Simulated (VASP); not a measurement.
# BaTiO3 (Amm2) in VASP: single point with LDA

Aim: the single point of BaTiO3 with LDA.

Program: VASP 6.6.1. These are calculated values, not measurements. Logs are shortened: lines on timing, memory, paths and dates and some standing lists are left out, and cuts for length are marked.

### Step 1. The cell of the first run

It takes space group Amm2 (No. 38, orthorhombic). The conventional cell has a = 3.923 Å, b = 5.588 Å, c = 5.599 Å, α = 90.00°, β = 90.00°, γ = 90.00°. Ba (site symmetry mm2) has 12 O at 2.73 to 2.87 Å and 8 Ti at 3.37 to 3.46 Å within 3.6 Å. Ti (site symmetry mm2) has 6 O at 1.87 to 2.08 Å within 2.5 Å. Within 2.6 Å of O (site symmetry mm2) lie 2 Ti at 1.97 Å. O (site symmetry m) has 2 Ti at 1.87 to 2.08 Å within 2.5 Å.

### Step 2. Single point, LDA

Contents of INCAR:

```
SYSTEM = BaTiO3
PREC = Accurate ; ENCUT = 520
EDIFF = 1E-7 ; ISMEAR = 0
SIGMA = 0.02 ; LREAL = .FALSE.
LASPH = .TRUE. ; NELM = 80
ALGO = Normal ; ISIF = 2
LWAVE = .FALSE. ; LCHARG = .TRUE.
LELF = .TRUE. ; LVHAR = .TRUE.
NBANDS = 28
```

Contents of KPOINTS:

```
regular mesh
0
G
  8 8 8
  0 0 0
```

Contents of POSCAR:

```
BaTiO3
1.0
    3.9226923860      0.0000000000      0.0000000000
    0.0000000000      2.7939062275      2.7993807984
    0.0000000000     -2.7939062275      2.7993807984
Ba Ti O
1 1 3
Direct
    0.0000000000      0.0049414046      0.0049414046
    0.5000000000      0.5151347264      0.5151347264
    0.0000000000      0.4931622354      0.4931622354
    0.5000000000      0.4943634892      0.9886181443
    0.5000000000      0.9886181443      0.4943634892
```

Potentials or basis: VASP PAW LDA potentials, release 64 (Ba_sv, Ti_sv, O).

Launch:

```
$ cat potpaw_LDA.64/Ba_sv/POTCAR potpaw_LDA.64/Ti_sv/POTCAR potpaw_LDA.64/O/POTCAR > POTCAR
$ mpirun -np 1 vasp_std > vasp.out
```

OUTCAR:

```text
SYSTEM = BaTiO3
   PREC = Accurate
   ENCUT = 520
   EDIFF = 1E-7
   ISMEAR = 0
   LREAL = .FALSE.
   LASPH = .TRUE.
   NELM = 80
   ISIF = 2

 ion  position               nearest neighbor table
   1  0.000  0.005  0.005-   3 2.73   4 2.76   5 2.76   4 2.76   5 2.76   3 2.79   3 2.79   5 2.82
                             4 2.82   5 2.82   4 2.82   3 2.87   2 3.37   2 3.37   2 3.41   2 3.41
   2  0.500  0.515  0.515-   4 1.87   5 1.87   3 1.97   3 1.97   5 2.08   4 2.08   1 3.37   1 3.37
                             1 3.41   1 3.41   1 3.41   1 3.41   1 3.46   1 3.46
   3  0.000  0.493  0.493-   2 1.97   2 1.97   1 2.73   1 2.79   1 2.79   1 2.87
   4  0.500  0.494  0.989-   2 1.87   2 2.08   1 2.76   1 2.76   1 2.82   1 2.82
   5  0.500  0.989  0.494-   2 1.87   2 2.08   1 2.76   1 2.76   1 2.82   1 2.82

  LATTYP: Found a base centered orthorhombic cell.
 ALAT       =     5.5878124550
 B/A-ratio  =     1.0019594684
 C/A-ratio  =     0.7020085977

  Lattice vectors:

 A1 = (   0.0000000000,   2.7939062275,  -2.7993807984)
 A2 = (   0.0000000000,   2.7939062275,   2.7993807984)
 A3 = (   3.9226923860,   0.0000000000,   0.0000000000)

Analysis of symmetry for initial positions (statically):
=====================================================================
 Subroutine PRICEL returns:
 Original cell was already a primitive cell.

 Routine SETGRP: Setting up the symmetry group for a
 base centered orthorhombic supercell.

 Subroutine GETGRP returns: Found  4 space group operations
 (whereof  4 operations were pure point group operations)
 out of a pool of  8 trial point group operations.

The static configuration has the point symmetry C_2v.

Analysis of symmetry for dynamics (positions and initial velocities):
=====================================================================
 Subroutine PRICEL returns:
 Original cell was already a primitive cell.

 Routine SETGRP: Setting up the symmetry group for a
 base centered orthorhombic supercell.

 Subroutine GETGRP returns: Found  4 space group operations
 (whereof  4 operations were pure point group operations)
 out of a pool of  8 trial point group operations.

The dynamic configuration has the point symmetry C_2v.

 Subroutine INISYM returns: Found  4 space group operations
 (whereof  4 operations are pure point group operations),
 and found     1 'primitive' translations

----------------------------------------------------------------------------------------

                                     Primitive cell

  volume of cell :      61.3604

  direct lattice vectors                    reciprocal lattice vectors
     3.922692386  0.000000000  0.000000000     0.254926949  0.000000000  0.000000000
     0.000000000  2.793906227  2.799380798     0.000000000  0.178960910  0.178610927
     0.000000000 -2.793906227  2.799380798     0.000000000 -0.178960910  0.178610927

  length of vectors
     3.922692386  3.955053080  3.955053080     0.254926949  0.252841592  0.252841592

  position of ions in fractional coordinates (direct lattice)
     0.000000000  0.004941405  0.004941405
     0.500000000  0.515134726  0.515134726
     0.000000000  0.493162235  0.493162235
     0.500000000  0.494363489  0.988618144
     0.500000000  0.988618144  0.494363489

  ion indices of the primitive-cell ions
   primitive index   ion index
                 1           1
                 2           2
                 3           3
                 4           4
                 5           5

----------------------------------------------------------------------------------------

 KPOINTS: regular mesh

Automatic generation of k-mesh.
 Grid dimensions read from file:
 generate k-points for:    8    8    8

 Generating k-lattice:

  Cartesian coordinates                     Fractional coordinates (reciprocal lattice)
     0.031865869  0.000000000  0.000000000     0.125000000  0.000000000  0.000000000
     0.000000000  0.022370114  0.022326366     0.000000000  0.125000000  0.000000000
     0.000000000 -0.022370114  0.022326366     0.000000000  0.000000000  0.125000000

  Length of vectors
     0.031865869  0.031605199  0.031605199

  Shift w.r.t. Gamma in fractional coordinates (k-lattice)
     0.000000000  0.000000000  0.000000000

 Subroutine IBZKPT returns following result:
 ===========================================

 Found    105 irreducible k-points:

 Following reciprocal coordinates:
            Coordinates               Weight
  0.000000  0.000000  0.000000      1.000000
  0.125000  0.000000  0.000000      2.000000
  0.250000  0.000000  0.000000      2.000000
  0.375000  0.000000  0.000000      2.000000
  0.500000  0.000000  0.000000      1.000000
  0.000000  0.125000  0.000000      4.000000
[... 16 lines left out ...]
  0.250000  0.500000  0.000000      4.000000
  0.375000  0.500000  0.000000      4.000000
 [... further k-points ...]
   k-points           NKPTS =    105   k-points in BZ     NKDIM =    105   number of bands    NBANDS=     28
   number of dos      NEDOS =    301   number of ions     NIONS =      5
   total plane-waves  NPLWV =  27000
   dimension x,y,z NGX =    30 NGY =   30 NGZ =   30
   dimension x,y,z NGXF=    60 NGYF=   60 NGZF=   60
   ions per type =               1   1   3
   NGX,Y,Z   is equivalent  to a cutoff of  12.71, 12.61, 12.61 a.u.
   NGXF,Y,Z  is equivalent  to a cutoff of  25.43, 25.22, 25.22 a.u.
 SYSTEM =  BaTiO3
   PREC   = accura    normal or accurate (medium, high low for compatibility)
   ISTART =      0    job   : 0-new  1-cont  2-samecut
   ICHARG =      2    charge: 1-file 2-atom 10-const
   ISPIN  =      1    spin polarized calculation?
   LNONCOLLINEAR =      F non collinear calculations
   LSORBIT =      F    spin-orbit coupling
   LASPH  =      T    aspherical Exc in radial PAW
   ENCUT  =  520.0 eV  38.22 Ry    6.18 a.u.   7.29  7.35  7.35*2*pi/ulx,y,z
   NELM   =     80;   NELMIN=  2; NELMDL= -5     # of ELM steps
   EDIFF  = 0.1E-06   stopping-criterion for ELM
   LREAL  =      F    real-space projection
   EDIFFG = 0.1E-05   stopping-criterion for IOM
   NSW    =      0    number of steps for IOM
   IBRION =     -1    ionic relax: 0-MD 1-quasi-New 2-CG
   NFREE  =      0    steps in history (QN), initial steepest desc. (CG)
   ISIF   =      2    stress and relaxation
   ISYM   =      2    0-nonsym 1-usesym 2-fastsym
   POTIM  = 0.5000    time-step for ionic-motion
   TEBEG  =    0.0;   TEEND  =   0.0 temperature during run
   PSTRESS=    0.0 pullay stress
   NELECT =      40.0000    total number of electrons
   NUPDOWN=      -1.0000    fix difference up-down
   EMIN   =  10.00;   EMAX   =-10.00  energy-range for DOS
   EFERMI =   0.00;   METHOD = LEGACY
   ISMEAR =     0;   SIGMA  =   0.02  broadening in eV -4-tet -1-fermi 0-gaus
   EFERMI_NEDOS =   21; number of points for ismear=-14 and -15
   IALGO  =     38    algorithm
   IMIX   =      4    mixing-type and parameters
     AMIX     =   0.40;   BMIX     =  1.00
     AMIX_MAG =   1.60;   BMIX_MAG =  1.00
  volume/ion in A,a.u.               =      12.27        82.82
  Fermi-wavevector in a.u.,A,eV,Ry     =   1.419489  2.682446 27.415060  2.014950
  Thomas-Fermi vector in A             =   2.540504
   LORBIT       =      0    0 simple, 1 ext, 2 COOP (PROOUT), +10 PAW based schemes
   GGA     = CA    functional components
   LHFCALC =     F    Hartree Fock is set to
   AEXX    =    0.0000 exact exchange contribution
   IVDW    =     0    specifies the selected vdW correction
   LEPSILON=     F    determine dielectric tensor
   LRPA    =     F    only Hartree local field effects (RPA)
 non-spin polarized calculation
 Gauss-broadening in eV      SIGMA  =   0.02
  energy-cutoff  :      520.00
  volume of cell :       61.36
 maximum number of plane-waves:      1675
 NGX is ok and might be reduce to    30
   NGX = 15   NGY = 15   NGZ = 15

 number of electron      40.0000003 magnetization

 Free energy of the ion-electron system (eV)
  ---------------------------------------------------
  ext. energy  EPLUGINS =         0.00000000
  ---------------------------------------------------
  free energy    TOTEN  =       -44.15775179 eV

  energy without entropy =      -44.15775179  energy(sigma->0) =      -44.15775179

 E-fermi :   3.9808     XC(G=0): -11.9571

 val. band max:        3.8719264465   @ k =   0.5000   0.5000   0.5000
 cond. band min:       5.8360547036   @ k =   0.0000   0.0000   0.0000
 fundamental gap:      1.9641282570
 Fermi energy:         3.9807665749

 k-point     1 :       0.0000    0.0000    0.0000
  band No.  band energies     occupation
      1     -51.6970      2.00000
      2     -28.3721      2.00000
      3     -28.3650      2.00000
      4     -28.3410      2.00000
      5     -20.7127      2.00000
      6     -12.7987      2.00000
[... 20 lines left out ...]
     27       8.8675      0.00000
     28      11.5395      0.00000

 k-point     2 :       0.1250    0.0000    0.0000
  band No.  band energies     occupation
      1     -51.6967      2.00000
      2     -28.3716      2.00000
      3     -28.3645      2.00000
      4     -28.3516      2.00000
      5     -20.6895      2.00000
      6     -12.8179      2.00000
[... 20 lines left out ...]
     27       9.1860      0.00000
     28      11.9274      0.00000

 k-point     3 :       0.2500    0.0000    0.0000
  band No.  band energies     occupation
      1     -51.6962      2.00000
      2     -28.3774      2.00000
      3     -28.3706      2.00000
      4     -28.3634      2.00000
      5     -20.6326      2.00000
      6     -12.9274      2.00000
[... 20 lines left out ...]
     27      10.0010      0.00000
     28      12.4039      0.00000

 k-point     4 :       0.3750    0.0000    0.0000
  band No.  band energies     occupation
      1     -51.6956      2.00000
      2     -28.4028      2.00000
      3     -28.3695      2.00000
      4     -28.3623      2.00000
      5     -20.5741      2.00000
      6     -13.0827      2.00000
[... 20 lines left out ...]
     27      11.0878      0.00000
     28      12.2594      0.00000

 k-point     5 :       0.5000    0.0000    0.0000
  band No.  band energies     occupation
      1     -51.6954      2.00000
      2     -28.4133      2.00000
      3     -28.3691      2.00000
      4     -28.3619      2.00000
      5     -20.5494      2.00000
      6     -13.1526      2.00000
[... 20 lines left out ...]
     27      11.6315      0.00000
     28      12.1994      0.00000

 k-point     6 :       0.0000    0.1250    0.0000
  band No.  band energies     occupation
      1     -51.6968      2.00000
      2     -28.3794      2.00000
      3     -28.3670      2.00000
      4     -28.3406      2.00000
      5     -20.6907      2.00000
      6     -12.8184      2.00000
[... 463 lines left out ...]
      5     -20.5581      2.00000
      6     -13.1460      2.00000
[... 20 lines left out ...]
     27      11.5876      0.00000
     28      12.2140      0.00000

 k-point    22 :       0.1250    0.5000    0.0000
  band No.  band energies     occupation
      1     -51.6954      2.00000
      2     -28.4342      2.00000
      3     -28.3651      2.00000
      4     -28.3486      2.00000
      5     -20.5437      2.00000
      6     -13.0613      2.00000
[... 20 lines left out ...]
     27      11.8902      0.00000
     28      12.4820      0.00000

 k-point    23 :       0.2500    0.5000    0.0000
  band No.  band energies     occupation
      1     -51.6948      2.00000
      2     -28.4323      2.00000
      3     -28.3735      2.00000
      4     -28.3640      2.00000
      5     -20.5084      2.00000
      6     -12.8433      2.00000
[... 20 lines left out ...]
     27      12.6414      0.00000
     28      12.8523      0.00000

 k-point    24 :       0.3750    0.5000    0.0000
  band No.  band energies     occupation
      1     -51.6943      2.00000
      2     -28.4304      2.00000
      3     -28.3981      2.00000
      4     -28.3631      2.00000
      5     -20.4724      2.00000
      6     -12.5944      2.00000
[... 20 lines left out ...]
     27      12.1215      0.00000
     28      13.7481      0.00000

 [... further k-points ...]
[... 5 lines left out ...]
  --------------------------------------------------------------------------------------
  -------------------------------------------------------------------------------------
  Total        0.9684349      0.9916973      0.9578279      0.0000000      0.0000000      0.0000000
  in kB       25.2867460     25.8941512     25.0097872      0.0000000      0.0000000      0.0000000
  external PRESSURE =      25.3968948 kB  Pullay stress =       0.0000000 kB

 VOLUME and BASIS-vectors are now :
 -----------------------------------------------------------------------------
  energy-cutoff  :      520.00
  volume of cell :       61.36
      direct lattice vectors                 reciprocal lattice vectors
     3.922692386  0.000000000  0.000000000     0.254926949  0.000000000  0.000000000
     0.000000000  2.793906227  2.799380798     0.000000000  0.178960910  0.178610927
     0.000000000 -2.793906227  2.799380798     0.000000000 -0.178960910  0.178610927

 POSITION                                       TOTAL-FORCE (eV/Angst)
 -----------------------------------------------------------------------------------
      0.00000      0.00000      0.02767         0.000000      0.000000     -0.032497
      1.96135      0.00000      2.88412         0.000000      0.000000     -0.088560
      0.00000      0.00000      2.76110         0.000000      0.000000      0.013895
      1.96135     -1.38090      4.15143         0.000000     -0.041352      0.053581
      1.96135      1.38090      4.15143         0.000000      0.041352      0.053581
 -----------------------------------------------------------------------------------
    total drift:                                0.000000      0.000002     -0.000264

  FREE ENERGIE OF THE ION-ELECTRON SYSTEM (eV)
  ---------------------------------------------------
  free  energy   TOTEN  =       -44.1577517912 eV

  energy  without entropy=      -44.1577517912  energy(sigma->0) =      -44.15775179
```

It took 1.8 min on 1 thread of Intel Xeon 6975P-C (Granite Rapids), shared host; peak memory 0.28 GiB.

Results:

```yaml
Free_energy: -44.1578 eV
Pressure: 2.5 GPa
Largest_force: 0.089 eV/Å
Band_gap_on_the_k_mesh: 1.96 eV (least direct gap 2.19 eV)
```

Forces in eV/Å, atoms in the order of the input:
```
Ba   0.000  0.000 -0.032
Ti   0.000  0.000 -0.089
O    0.000  0.000  0.014
O    0.000 -0.041  0.054
O    0.000  0.041  0.054
```

Caveat: spin-orbit coupling is left out, which moves the levels of the heavy elements.
